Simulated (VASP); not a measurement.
# Co (P6_3/mmc) in VASP: notebook, part 2 of 2

VASP 6.6.1.

## (3) Relaxation of cell and atoms, PBE, collinear spin, ferromagnetic start

This run uses another cell than the first one, of 11.11 Å³/atom, 1.021 times its volume.

File INCAR:

```
PREC = Accurate ; ENCUT = 600
EDIFF = 1E-6 ; ISMEAR = 0
SIGMA = 0.05 ; LREAL = False
LASPH = True ; NELM = 150
ALGO = Normal ; ISIF = 3
LWAVE = False ; LCHARG = False
ISPIN = 2 ; MAGMOM = 1.5 1.5
LORBIT = 11 ; LMAXMIX = 4
GGA = PE ; IBRION = 2
NSW = 80 ; EDIFFG = -0.03
```

File KPOINTS:

```
regular mesh
0
Gamma
  10 10 6
```

File POSCAR:

```
Co
1.0
    2.5100000000      0.0000000000      0.0000000000
   -1.2550000000      2.1737237635      0.0000000000
    0.0000000000      0.0000000000      4.0712200000
Co
2
Direct
    0.3333333333      0.6666666667      0.7500000000
    0.6666666667      0.3333333333      0.2500000000
```

Potentials or basis: VASP PAW PBE potentials, release 64 (Co).

Command:

```
$ cat potpaw_PBE.64/Co/POTCAR > POTCAR
$ mpirun -np 1 vasp_std > vasp.out
```

OUTCAR:

```text
PREC = Accurate
   ENCUT = 600
   EDIFF = 1E-6
   ISMEAR = 0
   LREAL = False
   LASPH = True
   NELM = 150
   ISIF = 3
   ISPIN = 2
   LORBIT = 11
   GGA = PE
   IBRION = 2
   NSW = 80
   EDIFFG = -0.03

 ion  position               nearest neighbor table
   1  0.333  0.667  0.750-   2 2.50   2 2.50   2 2.50   2 2.50   2 2.50   2 2.50
   2  0.667  0.333  0.250-   1 2.50   1 2.50   1 2.50   1 2.50   1 2.50   1 2.50

  LATTYP: Found a hexagonal cell.
 ALAT       =     2.5100000000
 C/A-ratio  =     1.6220000000

  Lattice vectors:

 A1 = (   2.5100000000,   0.0000000000,   0.0000000000)
 A2 = (  -1.2550000000,   2.1737237635,   0.0000000000)
 A3 = (   0.0000000000,   0.0000000000,   4.0712200000)

Analysis of symmetry for initial positions (statically):
=====================================================================
 Subroutine PRICEL returns:
 Original cell was already a primitive cell.

 Routine SETGRP: Setting up the symmetry group for a
 hexagonal supercell.

 Subroutine GETGRP returns: Found 24 space group operations
 (whereof 12 operations were pure point group operations)
 out of a pool of 24 trial point group operations.

The static configuration has the point symmetry D_3d.
 The point group associated with its full space group is D_6h.

Analysis of symmetry for dynamics (positions and initial velocities):
=====================================================================
 Subroutine PRICEL returns:
 Original cell was already a primitive cell.

 Routine SETGRP: Setting up the symmetry group for a
 hexagonal supercell.

 Subroutine GETGRP returns: Found 24 space group operations
 (whereof 12 operations were pure point group operations)
 out of a pool of 24 trial point group operations.

The dynamic configuration has the point symmetry D_3d.
 The point group associated with its full space group is D_6h.

Analysis of structural, dynamic, and magnetic symmetry:
=====================================================================
 Subroutine PRICEL returns:
 Original cell was already a primitive cell.

 Routine SETGRP: Setting up the symmetry group for a
 hexagonal supercell.

 Subroutine GETGRP returns: Found 24 space group operations
 (whereof 12 operations were pure point group operations)
 out of a pool of 24 trial point group operations.

The overall configuration has the point symmetry D_3d.
 The point group associated with its full space group is D_6h.

 Subroutine INISYM returns: Found 24 space group operations
 (whereof 12 operations are pure point group operations),
 and found     1 'primitive' translations

----------------------------------------------------------------------------------------

                                     Primitive cell

  volume of cell :      22.2128

  direct lattice vectors                    reciprocal lattice vectors
     2.510000000  0.000000000  0.000000000     0.398406375  0.230020028  0.000000000
    -1.255000000  2.173723763  0.000000000     0.000000000  0.460040055  0.000000000
     0.000000000  0.000000000  4.071220000     0.000000000  0.000000000  0.245626618

  length of vectors
     2.510000000  2.510000000  4.071220000     0.460040055  0.460040055  0.245626618

  position of ions in fractional coordinates (direct lattice)
     0.333333333  0.666666667  0.750000000
     0.666666667  0.333333333  0.250000000

  ion indices of the primitive-cell ions
   primitive index   ion index
[... 56 lines left out ...]
   k-points           NKPTS =     56   k-points in BZ     NKDIM =     56   number of bands    NBANDS=     15
   number of dos      NEDOS =    301   number of ions     NIONS =      2
   total plane-waves  NPLWV =  14400
   dimension x,y,z NGX =    20 NGY =   20 NGZ =   36
   dimension x,y,z NGXF=    40 NGYF=   40 NGZF=   72
   ions per type =               2
   NGX,Y,Z   is equivalent  to a cutoff of  13.25, 13.25, 14.70 a.u.
   NGXF,Y,Z  is equivalent  to a cutoff of  26.49, 26.49, 29.40 a.u.
 SYSTEM =  unknown system
   PREC   = accura    normal or accurate (medium, high low for compatibility)
   ISTART =      0    job   : 0-new  1-cont  2-samecut
   ICHARG =      2    charge: 1-file 2-atom 10-const
   ISPIN  =      2    spin polarized calculation?
   LNONCOLLINEAR =      F non collinear calculations
   LSORBIT =      F    spin-orbit coupling
   LASPH  =      T    aspherical Exc in radial PAW
   ENCUT  =  600.0 eV  44.10 Ry    6.64 a.u.   5.01  5.01  8.13*2*pi/ulx,y,z
   NELM   =    150;   NELMIN=  2; NELMDL= -5     # of ELM steps
   EDIFF  = 0.1E-05   stopping-criterion for ELM
   LREAL  =      F    real-space projection
   EDIFFG = -.3E-01   stopping-criterion for IOM
   NSW    =     80    number of steps for IOM
   IBRION =      2    ionic relax: 0-MD 1-quasi-New 2-CG
   NFREE  =      1    steps in history (QN), initial steepest desc. (CG)
   ISIF   =      3    stress and relaxation
   ISYM   =      2    0-nonsym 1-usesym 2-fastsym
   POTIM  = 0.5000    time-step for ionic-motion
   TEBEG  =    0.0;   TEEND  =   0.0 temperature during run
   PSTRESS=    0.0 pullay stress
   NELECT =      18.0000    total number of electrons
   NUPDOWN=      -1.0000    fix difference up-down
   EMIN   =  10.00;   EMAX   =-10.00  energy-range for DOS
   EFERMI =   0.00;   METHOD = LEGACY
   ISMEAR =     0;   SIGMA  =   0.05  broadening in eV -4-tet -1-fermi 0-gaus
   EFERMI_NEDOS =   21; number of points for ismear=-14 and -15
   IALGO  =     38    algorithm
   IMIX   =      4    mixing-type and parameters
     AMIX     =   0.40;   BMIX     =  1.00
     AMIX_MAG =   1.60;   BMIX_MAG =  1.00
  volume/ion in A,a.u.               =      11.11        74.95
  Fermi-wavevector in a.u.,A,eV,Ry     =   1.526270  2.884233 31.694785  2.329501
  Thomas-Fermi vector in A             =   2.634327
   LORBIT       =     11    0 simple, 1 ext, 2 COOP (PROOUT), +10 PAW based schemes
   GGA     = PE    functional components
   LHFCALC =     F    Hartree Fock is set to
   AEXX    =    0.0000 exact exchange contribution
   IVDW    =     0    specifies the selected vdW correction
   LEPSILON=     F    determine dielectric tensor
   LRPA    =     F    only Hartree local field effects (RPA)
 conjugate gradient relaxation of ions
 spin polarized calculation
 Gauss-broadening in eV      SIGMA  =   0.05
  energy-cutoff  :      600.00
  volume of cell :       22.21
 maximum number of plane-waves:       764
 NGX is ok and might be reduce to    20
   NGX =  9   NGY =  9   NGZ = 17

--------------------------------------- Ionic step        1  -------------------------------------------

 number of electron      17.9999999 magnetization       3.3268145

 Free energy of the ion-electron system (eV)
  ---------------------------------------------------
  ext. energy  EPLUGINS =         0.00000000
  ---------------------------------------------------
  free energy    TOTEN  =       -14.06602907 eV

  energy without entropy =      -14.06311264  energy(sigma->0) =      -14.06457086

 E-fermi :   9.9062     XC(G=0): -13.2674

 val. band max:        9.9032265459   @ k =   0.5000  -0.0000   0.5000
 cond. band min:       9.9117848938   @ k =   0.2000   0.1000   0.1667
 fundamental gap:      0.0085583479
 Fermi energy:         9.9062269504

 spin component 1

 k-point     1 :       0.0000    0.0000    0.0000
  band No.  band energies     occupation
      1       1.1529      1.00000
      2       4.8878      1.00000
      3       7.3109      1.00000
      4       7.3452      1.00000
      5       7.3452      1.00000
      6       7.6404      1.00000
      7       7.6404      1.00000
      8       7.9844      1.00000
      9       7.9844      1.00000
     10       9.0320      1.00000
     11       9.0320      1.00000
     12       9.8338      0.97978
[... 996 lines left out ...]
--------------------------------------- Ionic step        5  -------------------------------------------

 number of electron      17.9999995 magnetization       3.3157720

 Free energy of the ion-electron system (eV)
  ---------------------------------------------------
  ext. energy  EPLUGINS =         0.00000000
  ---------------------------------------------------
  free energy    TOTEN  =       -14.07381678 eV

  energy without entropy =      -14.07104995  energy(sigma->0) =      -14.07243336

 E-fermi :  10.2029     XC(G=0): -13.3969

 val. band max:       10.1880380495   @ k =   0.5000  -0.0000   0.5000
 cond. band min:      10.2164314591   @ k =   0.2000   0.1000   0.3333
 fundamental gap:      0.0283934096
 Fermi energy:        10.2028673824

 spin component 1

 k-point     1 :       0.0000    0.0000    0.0000
  band No.  band energies     occupation
      1       1.3312      1.00000
      2       5.0974      1.00000
      3       7.6115      1.00000
      4       7.6182      1.00000
      5       7.6182      1.00000
      6       7.9305      1.00000
      7       7.9305      1.00000
      8       8.2720      1.00000
      9       8.2720      1.00000
     10       9.3757      1.00000
     11       9.3757      1.00000
     12      10.1853      0.68995
[... 882 lines left out ...]
  FREE ENERGIE OF THE ION-ELECTRON SYSTEM (eV)
  ---------------------------------------------------
  free  energy   TOTEN  =       -14.0738167836 eV

  energy  without entropy=      -14.0710499456  energy(sigma->0) =      -14.07243336

 reached required accuracy - stopping structural energy minimisation

 total charge

# of ion       s       p       d       tot
------------------------------------------
    1        0.489   0.522   7.258   8.270
    2        0.489   0.522   7.258   8.270
--------------------------------------------------
tot          0.979   1.044  14.516  16.539

 magnetization (x)

# of ion       s       p       d       tot
------------------------------------------
    1       -0.013  -0.052   1.741   1.676
    2       -0.013  -0.052   1.741   1.676
--------------------------------------------------
tot         -0.026  -0.104   3.483   3.353
```

CONTCAR:

```text
Co
   1.00000000000000
     2.4958385727194132   -0.0000000000000000    0.0000000000000000
    -1.2479192863597066    2.1614596077211483   -0.0000000000000000
    -0.0000000000000000   -0.0000000000000000    4.0274012870934746
  Co
     2
Direct
     0.3333333332999970    0.6666666667000030    0.7500000000000000
     0.6666666667000030    0.3333333332999970    0.2500000000000000

  0.00000000E+00  0.00000000E+00  0.00000000E+00
  0.00000000E+00  0.00000000E+00  0.00000000E+00
```

Run time: 70 s. Hardware: 1 thread of AMD EPYC 9R45 (Zen 5), shared host; peak memory 0.14 GiB.

Results:

```yaml
Free_energy: -14.0738 eV
Relaxed_volume: 10.86 Å³/atom
Relaxed_cell: a = 2.496 Å, b = 2.496 Å, c = 4.027 Å, α = 90.00°, β = 90.00°, γ = 120.00°
Space_group_after_relaxing_to_0.05_Å: P6_3/mmc (No. 194)
Energy_gained_by_relaxing: 3.9 meV/atom
Ionic_steps: 5
Pressure_after_relaxing: 0.0 GPa
Net_moment: 3.32 μB per cell
Site_moments: Co +1.68 μB
Valence_electrons_inside_the_program's_atomic_spheres: Co 8.27
```

The path:
| step | energy change (eV) | largest force (eV/Å) | pressure (GPa) | volume (Å³) |
| --- | --- | --- | --- | --- |
| 1 | 0.0000 | 0.0000 | -4.64 | 22.21 |
| 2 | 0.0011 | 0.0000 | 5.56 | 21.19 |
| 3 | -0.0076 | 0.0000 | 0.08 | 21.71 |
| 4 | -0.0076 | 0.0000 | -0.02 | 21.72 |
| 5 | -0.0078 | 0.0000 | -0.05 | 21.73 |

Final structure:
```yaml
crystal:
  lattice:
    - [2.49584, 0.00000, 0.00000]
    - [-1.24792, 2.16146, 0.00000]
    - [0.00000, 0.00000, 4.02740]
  atoms:
    - { symbol: Co, position: [0.33333, 0.66667, 0.75000] }
    - { symbol: Co, position: [0.66667, 0.33333, 0.25000] }
```
